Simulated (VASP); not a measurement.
# Si (Fd-3m) in VASP: further runs

The runs below take Si through single point, relaxation of cell and atoms, with PBEsol.

Program: VASP 6.6.1. These are calculated values, not measurements. Logs are shortened: lines on timing, memory, paths and dates and some standing lists are left out, and cuts for length are marked.

## (1) The cell of the first run

Symmetry: Fd-3m, No. 227, cubic system. The conventional cell has a = 5.434 Å, b = 5.434 Å, c = 5.434 Å, α = 90.00°, β = 90.00°, γ = 90.00°. Si (site symmetry -43m) has 4 Si at 2.35 Å within 3.1 Å.

## (2) Single point, PBEsol

Contents of INCAR:

```
  PREC = Accurate
  ENCUT = 520
  EDIFF = 1E-6
  ISMEAR = 0
  SIGMA = 0.02
  LREAL = False
  LASPH = True
  NELM = 80
  ALGO = Normal
  ISIF = 2
  LWAVE = False
  LCHARG = True
  GGA = PS
  LELF = True
  LVHAR = True
  NBANDS = 11
```

Contents of KPOINTS:

```
regular mesh
0
Gamma
  12 12 12
```

Contents of POSCAR:

```
Si
1.0
    0.0000000000      2.7169171024      2.7169171024
    2.7169171024      0.0000000000      2.7169171024
    2.7169171024      2.7169171024      0.0000000000
Si
2
Direct
    0.7500000000      0.7500000000      0.7500000000
    0.5000000000      0.5000000000      0.5000000000
```

Potentials or basis: VASP PAW PBE potentials, release 64 (Si).

Run with:

```
$ cat potpaw_PBE.64/Si/POTCAR > POTCAR
$ mpirun -np 1 vasp_std > vasp.out
```

OUTCAR:

```text
PREC = Accurate
   ENCUT = 520
   EDIFF = 1E-6
   ISMEAR = 0
   LREAL = False
   LASPH = True
   NELM = 80
   ISIF = 2
   GGA = PS

 ion  position               nearest neighbor table
   1  0.750  0.750  0.750-   2 2.35   2 2.35   2 2.35   2 2.35
   2  0.500  0.500  0.500-   1 2.35   1 2.35   1 2.35   1 2.35

  LATTYP: Found a face centered cubic cell.
 ALAT       =     5.4338342048

  Lattice vectors:

 A1 = (   0.0000000000,   2.7169171024,   2.7169171024)
 A2 = (   2.7169171024,   0.0000000000,   2.7169171024)
 A3 = (   2.7169171024,   2.7169171024,   0.0000000000)

Analysis of symmetry for initial positions (statically):
=====================================================================
 Subroutine PRICEL returns:
 Original cell was already a primitive cell.

 Routine SETGRP: Setting up the symmetry group for a
 face centered cubic supercell.

 Subroutine GETGRP returns: Found 48 space group operations
 (whereof 24 operations were pure point group operations)
 out of a pool of 48 trial point group operations.

The static configuration has the point symmetry T_d .
 The point group associated with its full space group is O_h .

Analysis of symmetry for dynamics (positions and initial velocities):
=====================================================================
 Subroutine PRICEL returns:
 Original cell was already a primitive cell.

 Routine SETGRP: Setting up the symmetry group for a
 face centered cubic supercell.

 Subroutine GETGRP returns: Found 48 space group operations
 (whereof 24 operations were pure point group operations)
 out of a pool of 48 trial point group operations.

The dynamic configuration has the point symmetry T_d .
 The point group associated with its full space group is O_h .

 Subroutine INISYM returns: Found 48 space group operations
 (whereof 24 operations are pure point group operations),
 and found     1 'primitive' translations

----------------------------------------------------------------------------------------

                                     Primitive cell

  volume of cell :      40.1106

  direct lattice vectors                    reciprocal lattice vectors
     0.000000000  2.716917102  2.716917102    -0.184032115  0.184032115  0.184032115
     2.716917102  0.000000000  2.716917102     0.184032115 -0.184032115  0.184032115
     2.716917102  2.716917102  0.000000000     0.184032115  0.184032115 -0.184032115

  length of vectors
     3.842301014  3.842301014  3.842301014     0.318752973  0.318752973  0.318752973

  position of ions in fractional coordinates (direct lattice)
     0.750000000  0.750000000  0.750000000
     0.500000000  0.500000000  0.500000000

  ion indices of the primitive-cell ions
   primitive index   ion index
                 1           1
                 2           2

----------------------------------------------------------------------------------------

 KPOINTS: regular mesh

Automatic generation of k-mesh.
 Grid dimensions read from file:
 generate k-points for:   12   12   12

 Generating k-lattice:

  Cartesian coordinates                     Fractional coordinates (reciprocal lattice)
    -0.015336010  0.015336010  0.015336010     0.083333333  0.000000000  0.000000000
     0.015336010 -0.015336010  0.015336010     0.000000000  0.083333333  0.000000000
     0.015336010  0.015336010 -0.015336010     0.000000000  0.000000000  0.083333333

  Length of vectors
     0.026562748  0.026562748  0.026562748

  Shift w.r.t. Gamma in fractional coordinates (k-lattice)
     0.000000000  0.000000000  0.000000000

 Subroutine IBZKPT returns following result:
 ===========================================

 Found     72 irreducible k-points:

 Following reciprocal coordinates:
            Coordinates               Weight
  0.000000  0.000000  0.000000      1.000000
  0.083333  0.000000  0.000000      8.000000
  0.166667  0.000000  0.000000      8.000000
  0.250000  0.000000  0.000000      8.000000
  0.333333  0.000000  0.000000      8.000000
  0.416667  0.000000  0.000000      8.000000
[... 16 lines left out ...]
  0.500000  0.166667  0.000000     24.000000
 -0.416667  0.166667  0.000000     24.000000
 [... further k-points ...]
   k-points           NKPTS =     72   k-points in BZ     NKDIM =     72   number of bands    NBANDS=     11
   number of dos      NEDOS =    301   number of ions     NIONS =      2
   total plane-waves  NPLWV =  27000
   dimension x,y,z NGX =    30 NGY =   30 NGZ =   30
   dimension x,y,z NGXF=    60 NGYF=   60 NGZF=   60
   ions per type =               2
   NGX,Y,Z   is equivalent  to a cutoff of  12.98, 12.98, 12.98 a.u.
   NGXF,Y,Z  is equivalent  to a cutoff of  25.96, 25.96, 25.96 a.u.
 SYSTEM =  unknown system
   PREC   = accura    normal or accurate (medium, high low for compatibility)
   ISTART =      0    job   : 0-new  1-cont  2-samecut
   ICHARG =      2    charge: 1-file 2-atom 10-const
   ISPIN  =      1    spin polarized calculation?
   LNONCOLLINEAR =      F non collinear calculations
   LSORBIT =      F    spin-orbit coupling
   LASPH  =      T    aspherical Exc in radial PAW
   ENCUT  =  520.0 eV  38.22 Ry    6.18 a.u.   7.14  7.14  7.14*2*pi/ulx,y,z
   NELM   =     80;   NELMIN=  2; NELMDL= -5     # of ELM steps
   EDIFF  = 0.1E-05   stopping-criterion for ELM
   LREAL  =      F    real-space projection
   EDIFFG = 0.1E-04   stopping-criterion for IOM
   NSW    =      0    number of steps for IOM
   IBRION =     -1    ionic relax: 0-MD 1-quasi-New 2-CG
   NFREE  =      0    steps in history (QN), initial steepest desc. (CG)
   ISIF   =      2    stress and relaxation
   ISYM   =      2    0-nonsym 1-usesym 2-fastsym
   POTIM  = 0.5000    time-step for ionic-motion
   TEBEG  =    0.0;   TEEND  =   0.0 temperature during run
   PSTRESS=    0.0 pullay stress
   NELECT =       8.0000    total number of electrons
   NUPDOWN=      -1.0000    fix difference up-down
   EMIN   =  10.00;   EMAX   =-10.00  energy-range for DOS
   EFERMI =   0.00;   METHOD = LEGACY
   ISMEAR =     0;   SIGMA  =   0.02  broadening in eV -4-tet -1-fermi 0-gaus
   EFERMI_NEDOS =   21; number of points for ismear=-14 and -15
   IALGO  =     38    algorithm
   IMIX   =      4    mixing-type and parameters
     AMIX     =   0.40;   BMIX     =  1.00
     AMIX_MAG =   1.60;   BMIX_MAG =  1.00
  volume/ion in A,a.u.               =      20.06       135.34
  Fermi-wavevector in a.u.,A,eV,Ry     =   0.956500  1.807523 12.447872  0.914893
  Thomas-Fermi vector in A             =   2.085434
   LORBIT       =      0    0 simple, 1 ext, 2 COOP (PROOUT), +10 PAW based schemes
   GGA     = PS    functional components
   LHFCALC =     F    Hartree Fock is set to
   AEXX    =    0.0000 exact exchange contribution
   IVDW    =     0    specifies the selected vdW correction
   LEPSILON=     F    determine dielectric tensor
   LRPA    =     F    only Hartree local field effects (RPA)
 non-spin polarized calculation
 Gauss-broadening in eV      SIGMA  =   0.02
  energy-cutoff  :      520.00
  volume of cell :       40.11
 maximum number of plane-waves:      1106
 NGX is ok and might be reduce to    30
   NGX = 15   NGY = 15   NGZ = 15

 number of electron       8.0000001 magnetization

 Free energy of the ion-electron system (eV)
  ---------------------------------------------------
  ext. energy  EPLUGINS =         0.00000000
  ---------------------------------------------------
  free energy    TOTEN  =       -11.49324603 eV

  energy without entropy =      -11.49324603  energy(sigma->0) =      -11.49324603

 E-fermi :   5.9318     XC(G=0):  -9.5472

 val. band max:        5.7721912001   @ k =   0.0000   0.0000   0.0000
 cond. band min:       6.2318273246   @ k =   0.4167   0.4167   0.0000
 fundamental gap:      0.4596361245
 Fermi energy:         5.9318009347

 k-point     1 :       0.0000    0.0000    0.0000
  band No.  band energies     occupation
      1      -6.2062      2.00000
      2       5.7722      2.00000
      3       5.7722      2.00000
      4       5.7722      2.00000
      5       8.2890      0.00000
      6       8.2890      0.00000
      7       8.2890      0.00000
      8       9.0766      0.00000
      9      13.4598      0.00000
     10      13.4598      0.00000
     11      13.4757      0.00000

 k-point     2 :       0.0833    0.0000    0.0000
  band No.  band energies     occupation
      1      -6.1150      2.00000
      2       4.9043      2.00000
      3       5.6267      2.00000
      4       5.6267      2.00000
      5       8.3257      0.00000
      6       8.5023      0.00000
      7       8.5023      0.00000
      8       9.7447      0.00000
      9      13.1773      0.00000
     10      13.1773      0.00000
     11      13.8708      0.00000

 k-point     3 :       0.1667    0.0000    0.0000
  band No.  band energies     occupation
      1      -5.8441      2.00000
      2       3.3745      2.00000
      3       5.3179      2.00000
      4       5.3179      2.00000
      5       8.0568      0.00000
      6       8.9393      0.00000
      7       8.9393      0.00000
      8      11.1623      0.00000
      9      12.7962      0.00000
     10      12.7962      0.00000
     11      14.6351      0.00000

 k-point     4 :       0.2500    0.0000    0.0000
  band No.  band energies     occupation
      1      -5.4042      2.00000
      2       1.8233      2.00000
      3       5.0080      2.00000
      4       5.0080      2.00000
      5       7.7276      0.00000
      6       9.2292      0.00000
      7       9.2292      0.00000
      8      12.6063      0.00000
      9      12.9027      0.00000
     10      12.9027      0.00000
     11      14.5509      0.00000

 k-point     5 :       0.3333    0.0000    0.0000
  band No.  band energies     occupation
      1      -4.8246      2.00000
      2       0.4114      2.00000
      3       4.7676      2.00000
      4       4.7676      2.00000
      5       7.4587      0.00000
      6       9.2212      0.00000
      7       9.2212      0.00000
      8      13.4753      0.00000
      9      13.6958      0.00000
     10      13.6958      0.00000
     11      14.7347      0.00000
[... 211 lines left out ...]
 k-point    21 :       0.3333    0.1667    0.0000
  band No.  band energies     occupation
      1      -4.9032      2.00000
      2       1.3219      2.00000
      3       3.7574      2.00000
      4       4.0128      2.00000
      5       7.6532      0.00000
      6       9.7607      0.00000
      7      10.2243      0.00000
      8      10.8014      0.00000
      9      14.7959      0.00000
     10      14.8456      0.00000
     11      16.0093      0.00000

 k-point    22 :       0.4167    0.1667    0.0000
  band No.  band energies     occupation
      1      -4.2923      2.00000
      2       0.0808      2.00000
      3       3.3147      2.00000
      4       3.9298      2.00000
      5       7.6926      0.00000
      6       9.9704      0.00000
      7      10.6134      0.00000
      8      10.7352      0.00000
      9      15.5052      0.00000
     10      15.9131      0.00000
     11      16.5220      0.00000

 k-point    23 :       0.5000    0.1667    0.0000
  band No.  band energies     occupation
      1      -3.7036      2.00000
      2      -0.8604      2.00000
      3       2.9677      2.00000
      4       3.9852      2.00000
      5       7.7232      0.00000
      6       9.8191      0.00000
      7      10.3357      0.00000
      8      12.1105      0.00000
      9      15.0448      0.00000
     10      16.1945      0.00000
     11      17.4205      0.00000

 k-point    24 :      -0.4167    0.1667    0.0000
  band No.  band energies     occupation
      1      -3.5874      2.00000
      2      -1.0222      2.00000
      3       2.7516      2.00000
      4       4.1713      2.00000
      5       7.8717      0.00000
      6       9.7663      0.00000
      7      10.1076      0.00000
      8      13.6594      0.00000
      9      14.2174      0.00000
     10      14.4963      0.00000
     11      16.7842      0.00000

 [... further k-points ...]
[... 5 lines left out ...]
  --------------------------------------------------------------------------------------
  -------------------------------------------------------------------------------------
  Total        0.0249481      0.0249481      0.0249481      0.0000000      0.0000000     -0.0000000
  in kB        0.9965261      0.9965261      0.9965261      0.0000000      0.0000000     -0.0000000
  external PRESSURE =       0.9965261 kB  Pullay stress =       0.0000000 kB

 VOLUME and BASIS-vectors are now :
 -----------------------------------------------------------------------------
  energy-cutoff  :      520.00
  volume of cell :       40.11
      direct lattice vectors                 reciprocal lattice vectors
     0.000000000  2.716917102  2.716917102    -0.184032115  0.184032115  0.184032115
     2.716917102  0.000000000  2.716917102     0.184032115 -0.184032115  0.184032115
     2.716917102  2.716917102  0.000000000     0.184032115  0.184032115 -0.184032115

 POSITION                                       TOTAL-FORCE (eV/Angst)
 -----------------------------------------------------------------------------------
      4.07538      4.07538      4.07538         0.000000      0.000000      0.000000
      2.71692      2.71692      2.71692        -0.000000     -0.000000     -0.000000
 -----------------------------------------------------------------------------------
    total drift:                                0.000000     -0.000000     -0.000000

  FREE ENERGIE OF THE ION-ELECTRON SYSTEM (eV)
  ---------------------------------------------------
  free  energy   TOTEN  =       -11.4932460339 eV

  energy  without entropy=      -11.4932460339  energy(sigma->0) =      -11.49324603
```

Wall time 36 s (1 thread of Intel Xeon Platinum 8259CL at 2.50GHz (Skylake/Cascade Lake), shared host); peak memory 0.17 GiB.

What came out:

| Quantity | Value |
| --- | --- |
| Free energy | -11.4932 eV |
| Pressure | 0.1 GPa |
| Band gap on the k mesh | 0.46 eV, indirect (least direct gap 2.52 eV) |

Caveat: the PAW data sets were made with another functional, which shifts forces and pressure a little. A hybrid or GW would open this gap; PBEsol tends to underestimate it.

## (3) Relaxation of cell and atoms, PBEsol

Contents of INCAR:

```
PREC     = Accurate       # precision mode
ENCUT    = 600            # plane-wave cutoff, eV
EDIFF    = 1E-7           # SCF threshold, eV
ISMEAR   = 0              # smearing method
SIGMA    = 0.02           # smearing width, eV
LREAL    = F              # projectors in reciprocal space
LASPH    = T              # aspherical terms in the spheres
NELM     = 80             # most SCF steps
ALGO     = Normal         # electronic algorithm
ISIF     = 3              # what is computed and relaxed
LWAVE    = F              # write WAVECAR
LCHARG   = F              # write CHGCAR
GGA      = PS             # functional
IBRION   = 2              # ionic algorithm
NSW      = 100            # ionic steps
EDIFFG   = -0.005         # ionic threshold
```

KPOINTS is that of step 2.

POSCAR is that of step 2.

Potentials or basis: VASP PAW PBE potentials, release 64 (Si).

Run with:

```
$ cat potpaw_PBE.64/Si/POTCAR > POTCAR
$ mpirun -np 1 vasp_std > vasp.out
```

Run time: 52 s. Hardware: 1 thread of Intel Xeon Platinum 8259CL at 2.50GHz (Skylake/Cascade Lake), shared host; peak memory 0.17 GiB.

Results (log left out):

| Quantity | Value |
| --- | --- |
| Free energy | -11.4932 eV |
| Relaxed volume | 20.08 Å³/atom |
| Relaxed cell | a = 3.844 Å, b = 3.844 Å, c = 3.844 Å, α = 60.00°, β = 60.00°, γ = 60.00° |
| Space group after relaxing (to 0.05 Å) | Fd-3m (No. 227) |
| Energy gained by relaxing | 0.0 meV/atom |
| Ionic steps | 3 |
| Pressure after relaxing | 0.0 GPa |
| Band gap on the k mesh | 0.46 eV, indirect (least direct gap 2.52 eV) |

Final structure:
```xyz
2
Lattice="0.0000 2.7179 2.7179 2.7179 0.0000 2.7179 2.7179 2.7179 0.0000" Properties=species:S:1:pos:R:3 pbc="T T T"
Si    4.0768    4.0768    4.0768
Si    2.7179    2.7179    2.7179
```

Levels at points of the mesh, in eV from the valence-band top:
```tsv
k point	band 1	band 2	band 3	band 4	band 5	band 6	band 7	band 8
(0.00, 0.00, 0.00)	-11.97	0.00	0.00	0.00	2.52	2.52	2.52	3.29
(0.50, 0.00, 0.00)	-9.63	-7.00	-1.20	-1.20	1.46	3.27	3.27	7.51
(0.50, 0.50, 0.00)	-7.82	-7.82	-2.87	-2.87	0.59	0.59	10.04	10.04
```

Caveat: the PAW data sets were made with another functional, which shifts forces and pressure a little. A k mesh can miss the band edges.
